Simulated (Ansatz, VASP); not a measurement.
**Two plane-wave programs on GaSiP**

```
Ga Si P
1.0
     3.55766    0.00000    0.00000
     0.00000    3.55766    0.00000
     0.00000    0.00000    7.98884
Ga Si P
2 2 2
Cartesian
  0.0000 1.7788 2.9321
  1.7788 0.0000 5.0568
  0.0000 0.0000 0.0000
  1.7788 1.7788 0.0000
  0.0000 1.7788 5.5834
  1.7788 0.0000 2.4054
```

Alike in both runs: functional PBE; k mesh 10 × 10 × 6; occupations gaussian, width 0.1 eV; no spin polarisation.

Ansatz relaxed the structure, and its values are those at the end. VASP's run is a single point on that final structure, the one shown.

```csv
,VASP,Ansatz
version,VASP 6.6.1,Ansatz 0.2.0
potentials or method,"VASP PAW PBE potentials, release 64 (Ga_d, Si, P), cutoff 520 eV","scalar-relativistic, plane waves, PAW"
valence electrons in the cell,44,44
```

|  | VASP | Ansatz | Ansatz less VASP |
| --- | --- | --- | --- |
| gap on the k mesh at the Fermi level (eV) | none | none | - |
| pressure (GPa) | 0.0 | 0.0 | -0.05 |

A gap of «none» marks a metal or a gap that the smearing closes.
